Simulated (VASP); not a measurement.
# O (P4/mmm) in VASP: further runs

The runs below take O through single point, with PBEsol.

Everything below comes from runs of VASP 6.6.1. Logs are shortened: lines on timing, memory, paths and dates and some standing lists are left out, and cuts for length are marked.

**1. The cell of the first run**

The structure is tetragonal, space group P4/mmm (No. 123). Conventional cell: a = 1.799 Å, b = 1.799 Å, c = 3.093 Å, α = 90.00°, β = 90.00°, γ = 90.00°. Within 2.4 Å of O (site symmetry 4/mmm) lie 4 O at 1.80 Å.

**2. Single point, PBEsol**

INCAR

```
SYSTEM = O
ALGO     = Normal         ! electronic algorithm
EDIFF    = 1E-6           ! SCF threshold, eV
ENCUT    = 520            ! plane-wave cutoff, eV
GGA      = PS             ! functional
ISIF     = 2              ! what is computed and relaxed
ISMEAR   = -1             ! smearing method
LASPH    = .TRUE.         ! aspherical terms in the spheres
LCHARG   = .FALSE.        ! write CHGCAR
LREAL    = .FALSE.        ! projectors in reciprocal space
LWAVE    = .FALSE.        ! write WAVECAR
NBANDS   = 9              ! bands
NELM     = 80             ! most SCF steps
PREC     = Accurate       ! precision mode
SIGMA    = 0.1            ! smearing width, eV
```

KPOINTS

```
k-points
0
G
  16 16 9
  0 0 0
```

POSCAR

```
O
1.0
    1.7989569824      0.0000000000      0.0000000000
    0.0000000000      1.7989569824      0.0000000000
    0.0000000000      0.0000000000      3.0932270270
O
1
Direct
    0.0000000000      0.0000000000      0.0000000000
```

Potentials or basis: VASP PAW PBE potentials, release 64 (O).

Command:

```console
$ cat potpaw_PBE.64/O/POTCAR > POTCAR
$ mpirun -np 1 vasp_std > vasp.out
```

OUTCAR:

```text
SYSTEM = O
   EDIFF = 1E-6
   ENCUT = 520
   GGA = PS
   ISIF = 2
   ISMEAR = -1
   LASPH = .TRUE.
   LREAL = .FALSE.
   NELM = 80
   PREC = Accurate

 ion  position               nearest neighbor table
   1  0.000  0.000  0.000-

  LATTYP: Found a simple tetragonal cell.
 ALAT       =     1.7989569824
 C/A-ratio  =     1.7194558054

  Lattice vectors:

 A1 = (   1.7989569824,   0.0000000000,   0.0000000000)
 A2 = (   0.0000000000,   1.7989569824,   0.0000000000)
 A3 = (   0.0000000000,   0.0000000000,   3.0932270270)

Analysis of symmetry for initial positions (statically):
=====================================================================
 Subroutine PRICEL returns:
 Original cell was already a primitive cell.

 Routine SETGRP: Setting up the symmetry group for a
 simple tetragonal supercell.

 Subroutine GETGRP returns: Found 16 space group operations
 (whereof 16 operations were pure point group operations)
 out of a pool of 16 trial point group operations.

The static configuration has the point symmetry D_4h.

Analysis of symmetry for dynamics (positions and initial velocities):
=====================================================================
 Subroutine PRICEL returns:
 Original cell was already a primitive cell.

 Routine SETGRP: Setting up the symmetry group for a
 simple tetragonal supercell.

 Subroutine GETGRP returns: Found 16 space group operations
 (whereof 16 operations were pure point group operations)
 out of a pool of 16 trial point group operations.

The dynamic configuration has the point symmetry D_4h.

 Subroutine INISYM returns: Found 16 space group operations
 (whereof 16 operations are pure point group operations),
 and found     1 'primitive' translations

----------------------------------------------------------------------------------------

                                     Primitive cell

  volume of cell :      10.0104

  direct lattice vectors                    reciprocal lattice vectors
     1.798956982  0.000000000  0.000000000     0.555877661  0.000000000  0.000000000
     0.000000000  1.798956982  0.000000000     0.000000000  0.555877661  0.000000000
     0.000000000  0.000000000  3.093227027     0.000000000  0.000000000  0.323286972

  length of vectors
     1.798956982  1.798956982  3.093227027     0.555877661  0.555877661  0.323286972

  position of ions in fractional coordinates (direct lattice)
     0.000000000  0.000000000  0.000000000

  ion indices of the primitive-cell ions
   primitive index   ion index
                 1           1

----------------------------------------------------------------------------------------

 KPOINTS: k-points

Automatic generation of k-mesh.
 Grid dimensions read from file:
 generate k-points for:   16   16    9

 Generating k-lattice:

  Cartesian coordinates                     Fractional coordinates (reciprocal lattice)
     0.034742354  0.000000000  0.000000000     0.062500000  0.000000000  0.000000000
     0.000000000  0.034742354  0.000000000     0.000000000  0.062500000  0.000000000
     0.000000000  0.000000000  0.035920775     0.000000000  0.000000000  0.111111111

  Length of vectors
     0.034742354  0.034742354  0.035920775

  Shift w.r.t. Gamma in fractional coordinates (k-lattice)
     0.000000000  0.000000000  0.000000000

 Subroutine IBZKPT returns following result:
 ===========================================

 Found    225 irreducible k-points:

 Following reciprocal coordinates:
            Coordinates               Weight
  0.000000  0.000000  0.000000      1.000000
  0.062500  0.000000  0.000000      4.000000
  0.125000  0.000000  0.000000      4.000000
  0.187500  0.000000  0.000000      4.000000
  0.250000  0.000000  0.000000      4.000000
  0.312500  0.000000  0.000000      4.000000
[... 16 lines left out ...]
  0.437500  0.125000  0.000000      8.000000
  0.500000  0.125000  0.000000      4.000000
 [... further k-points ...]
   k-points           NKPTS =    225   k-points in BZ     NKDIM =    225   number of bands    NBANDS=      9
   number of dos      NEDOS =    301   number of ions     NIONS =      1
   total plane-waves  NPLWV =   4704
   dimension x,y,z NGX =    14 NGY =   14 NGZ =   24
   dimension x,y,z NGXF=    28 NGYF=   28 NGZF=   48
   ions per type =               1
   NGX,Y,Z   is equivalent  to a cutoff of  12.94, 12.94, 12.90 a.u.
   NGXF,Y,Z  is equivalent  to a cutoff of  25.88, 25.88, 25.80 a.u.
 SYSTEM =  O
   PREC   = accura    normal or accurate (medium, high low for compatibility)
   ISTART =      0    job   : 0-new  1-cont  2-samecut
   ICHARG =      2    charge: 1-file 2-atom 10-const
   ISPIN  =      1    spin polarized calculation?
   LNONCOLLINEAR =      F non collinear calculations
   LSORBIT =      F    spin-orbit coupling
   LASPH  =      T    aspherical Exc in radial PAW
   ENCUT  =  520.0 eV  38.22 Ry    6.18 a.u.   3.34  3.34  5.75*2*pi/ulx,y,z
   NELM   =     80;   NELMIN=  2; NELMDL= -5     # of ELM steps
   EDIFF  = 0.1E-05   stopping-criterion for ELM
   LREAL  =      F    real-space projection
   EDIFFG = 0.1E-04   stopping-criterion for IOM
   NSW    =      0    number of steps for IOM
   IBRION =     -1    ionic relax: 0-MD 1-quasi-New 2-CG
   NFREE  =      0    steps in history (QN), initial steepest desc. (CG)
   ISIF   =      2    stress and relaxation
   ISYM   =      2    0-nonsym 1-usesym 2-fastsym
   POTIM  = 0.5000    time-step for ionic-motion
   TEBEG  =    0.0;   TEEND  =   0.0 temperature during run
   PSTRESS=    0.0 pullay stress
   NELECT =       6.0000    total number of electrons
   NUPDOWN=      -1.0000    fix difference up-down
   EMIN   =  10.00;   EMAX   =-10.00  energy-range for DOS
   EFERMI =   0.00;   METHOD = LEGACY
   ISMEAR =    -1;   SIGMA  =   0.10  broadening in eV -4-tet -1-fermi 0-gaus
   EFERMI_NEDOS =   21; number of points for ismear=-14 and -15
   IALGO  =     38    algorithm
   IMIX   =      4    mixing-type and parameters
     AMIX     =   0.40;   BMIX     =  1.00
     AMIX_MAG =   1.60;   BMIX_MAG =  1.00
  volume/ion in A,a.u.               =      10.01        67.55
  Fermi-wavevector in a.u.,A,eV,Ry     =   1.380302  2.608393 25.922279  1.905234
  Thomas-Fermi vector in A             =   2.505192
   LORBIT       =      0    0 simple, 1 ext, 2 COOP (PROOUT), +10 PAW based schemes
   GGA     = PS    functional components
   LHFCALC =     F    Hartree Fock is set to
   AEXX    =    0.0000 exact exchange contribution
   IVDW    =     0    specifies the selected vdW correction
   LEPSILON=     F    determine dielectric tensor
   LRPA    =     F    only Hartree local field effects (RPA)
 non-spin polarized calculation
  energy-cutoff  :      520.00
  volume of cell :       10.01
 maximum number of plane-waves:       285
 NGX is ok and might be reduce to    14
   NGX =  7   NGY =  7   NGZ = 11

 number of electron       6.0000005 magnetization

 Free energy of the ion-electron system (eV)
  ---------------------------------------------------
  ext. energy  EPLUGINS =         0.00000000
  ---------------------------------------------------
  free energy    TOTEN  =        -3.72378393 eV

  energy without entropy =       -3.69718020  energy(sigma->0) =       -3.71048207

 E-fermi :   0.1247     XC(G=0): -10.3686

 val. band max:        0.1179531299   @ k =   0.5000   0.2500   0.1111
 cond. band min:       0.1500256212   @ k =   0.5000   0.3125   0.4444
 fundamental gap:      0.0320724914
 Fermi energy:         0.1247424830

 k-point     1 :       0.0000    0.0000    0.0000
  band No.  band energies     occupation
      1     -22.2727      2.00000
      2      -4.2155      2.00000
      3       3.7320      0.00000
      4       3.7320      0.00000
      5       8.5813      0.00000
      6      27.3954      0.00000
      7      29.0948      0.00000
      8      33.6408      0.00000
      9      50.9995      0.00000

 k-point     2 :       0.0625    0.0000    0.0000
  band No.  band energies     occupation
      1     -22.1453      2.00000
      2      -4.1140      2.00000
      3       3.2234      0.00000
      4       3.7814      0.00000
      5       8.7558      0.00000
      6      27.2890      0.00000
      7      29.2612      0.00000
      8      33.9250      0.00000
      9      48.3913      0.00000

 k-point     3 :       0.1250    0.0000    0.0000
  band No.  band energies     occupation
      1     -21.7663      2.00000
      2      -3.8171      2.00000
      3       1.8406      0.00000
      4       3.9228      0.00000
      5       9.2715      0.00000
      6      26.9334      0.00000
      7      29.6500      0.00000
      8      34.5090      0.00000
      9      45.0381      0.00000

 k-point     4 :       0.1875    0.0000    0.0000
  band No.  band energies     occupation
      1     -21.1462      2.00000
      2      -3.3496      2.00000
      3      -0.1106      1.82643
      4       4.1396      0.00000
      5      10.1195      0.00000
      6      26.2523      0.00000
      7      29.9740      0.00000
      8      34.5859      0.00000
      9      42.6096      0.00000

 k-point     5 :       0.2500    0.0000    0.0000
  band No.  band energies     occupation
      1     -20.3079      2.00000
      2      -2.7566      2.00000
      3      -2.3280      2.00000
      4       4.4025      0.00000
      5      11.2964      0.00000
      6      25.2084      0.00000
      7      29.4986      0.00000
      8      34.0159      0.00000
      9      40.6028      0.00000

 k-point     6 :       0.3125    0.0000    0.0000
  band No.  band energies     occupation
      1     -19.2967      2.00000
      2      -4.5662      2.00000
      3      -2.1090      2.00000
      4       4.6738      0.00000
      5      12.7993      0.00000
      6      23.9236      0.00000
      7      27.4773      0.00000
      8      34.2293      0.00000
      9      39.4280      0.00000
[... 169 lines left out ...]
 k-point    21 :       0.3125    0.1250    0.0000
  band No.  band energies     occupation
      1     -18.8149      2.00000
      2      -4.2125      2.00000
      3      -1.7622      2.00000
      4       3.0728      0.00000
      5      13.4395      0.00000
      6      24.3756      0.00000
      7      27.5258      0.00000
      8      33.7421      0.00000
      9      38.3810      0.00000

 k-point    22 :       0.3750    0.1250    0.0000
  band No.  band energies     occupation
      1     -17.7386      2.00000
      2      -6.2162      2.00000
      3      -1.1789      2.00000
      4       3.3873      0.00000
      5      15.2325      0.00000
      6      23.2738      0.00000
      7      24.9963      0.00000
      8      33.4477      0.00000
      9      37.8482      0.00000

 k-point    23 :       0.4375    0.1250    0.0000
  band No.  band energies     occupation
      1     -16.8015      2.00000
      2      -7.7359      2.00000
      3      -0.7582      1.99971
      4       3.6052      0.00000
      5      17.3170      0.00000
      6      22.3081      0.00000
      7      22.4488      0.00000
      8      33.3206      0.00000
      9      37.6739      0.00000

 k-point    24 :       0.5000    0.1250    0.0000
  band No.  band energies     occupation
      1     -16.3980      2.00000
      2      -8.3378      2.00000
      3      -0.6037      1.99863
      4       3.6831      0.00000
      5      19.3929      0.00000
      6      20.0102      0.00000
      7      22.1438      0.00000
      8      33.2752      0.00000
      9      37.6387      0.00000

 [... further k-points ...]

------------------------ aborting loop because EDIFF is reached ----------------------------------------

  FORCE on cell =-STRESS in cart. coord.  units (eV):
  Direction    XX          YY          ZZ          XY          YZ          ZX
  --------------------------------------------------------------------------------------
  -------------------------------------------------------------------------------------
  Total       -0.4997523     -0.4997523      0.0537841      0.0000000      0.0000000     -0.0000000
  in kB      -79.9856460    -79.9856460      8.6081694      0.0000000      0.0000000     -0.0000000
  external PRESSURE =     -50.4543742 kB  Pullay stress =       0.0000000 kB

 VOLUME and BASIS-vectors are now :
 -----------------------------------------------------------------------------
  energy-cutoff  :      520.00
  volume of cell :       10.01
      direct lattice vectors                 reciprocal lattice vectors
     1.798956982  0.000000000  0.000000000     0.555877661  0.000000000  0.000000000
     0.000000000  1.798956982  0.000000000     0.000000000  0.555877661  0.000000000
     0.000000000  0.000000000  3.093227027     0.000000000  0.000000000  0.323286972

 POSITION                                       TOTAL-FORCE (eV/Angst)
 -----------------------------------------------------------------------------------
      0.00000      0.00000      0.00000         0.000000      0.000000      0.000000
 -----------------------------------------------------------------------------------
    total drift:                               -0.000000      0.000000      0.000000

  FREE ENERGIE OF THE ION-ELECTRON SYSTEM (eV)
  ---------------------------------------------------
  free  energy   TOTEN  =        -3.7237839342 eV

  energy  without entropy=       -3.6971802002  energy(sigma->0) =       -3.71048207
```

Run time: 7.5 s. Hardware: 1 thread of AMD EPYC 9R14 (Zen 4), shared host; peak memory 0.09 GiB.

What came out:

* Free energy: -3.7238 eV
* Pressure: -5.0 GPa
* Band gap on the k mesh: zero (band 3 reaches 3.75 eV, above the bottom of band 4 at -1.09 eV)

Stress tensor (GPa, compression positive):
```
-8.00  0.00  0.00
 0.00 -8.00  0.00
 0.00  0.00  0.86
```

Levels at points of the mesh, in eV from the Fermi level:
```
           k point  band 1  band 2  band 3  band 4  band 5  band 6  band 7  band 8
(0.00, 0.00, 0.00)  -22.40   -4.34    3.61    3.61    8.46   27.27   28.97   33.52
(0.50, 0.00, 0.00)  -16.98   -8.88   -1.04    5.01   18.90   19.21   21.31   36.94
(0.50, 0.50, 0.00)  -12.06   -5.36   -5.36    1.36   16.77   29.76   29.76   29.87
```

Caveat: the PAW data sets were made with another functional, which shifts forces and pressure a little.

**3. Single point, PBEsol**

This run uses another cell than the first one, of 10.20 Å³/atom, 1.019 times its volume.

INCAR

```
  ALGO = Normal
  EDIFF = 1E-6
  ENCUT = 520
  GGA = PS
  ISIF = 2
  ISMEAR = -1
  LASPH = True
  LCHARG = False
  LREAL = False
  LWAVE = False
  NBANDS = 9
  NELM = 100
  PREC = Accurate
  SIGMA = 0.1
```

KPOINTS

```
k-points
0
Gamma
  16 16 9
```

POSCAR

```
O
1.0
    1.8104156161      0.0000000000      0.0000000000
    0.0000000000      1.8104156161      0.0000000000
    0.0000000000      0.0000000000      3.1129296412
O
1
Direct
    0.0000000000      0.0000000000      0.0000000000
```

Potentials or basis: VASP PAW PBE potentials, release 64 (O).

Command:

```console
$ cat potpaw_PBE.64/O/POTCAR > POTCAR
$ mpirun -np 1 vasp_std > vasp.out
```

Run time: 7.5 s. Hardware: 1 thread of AMD EPYC 9R14 (Zen 4), shared host; peak memory 0.09 GiB.

It converged, with:

```
Free energy            : -3.7169 eV
Pressure               : -7.2 GPa
Band gap on the k mesh : zero (band 3 reaches 3.46 eV, above the bottom of band 4 at -1.24 eV)
```

Stress tensor (GPa, compression positive):
```
-11.10   0.00   0.00
  0.00 -11.10   0.00
  0.00   0.00   0.68
```

Levels at points of the mesh, in eV from the Fermi level:
| k point | band 1 | band 2 | band 3 | band 4 | band 5 | band 6 | band 7 | band 8 |
| --- | --- | --- | --- | --- | --- | --- | --- | --- |
| (0.00, 0.00, 0.00) | -22.18 | -4.22 | 3.53 | 3.53 | 8.49 | 26.98 | 28.63 | 33.31 |
| (0.50, 0.00, 0.00) | -16.91 | -8.67 | -1.00 | 4.89 | 18.82 | 19.11 | 21.25 | 36.56 |
| (0.50, 0.50, 0.00) | -12.14 | -5.24 | -5.24 | 1.33 | 16.77 | 29.55 | 29.55 | 29.64 |

Caveat: the PAW data sets were made with another functional, which shifts forces and pressure a little.
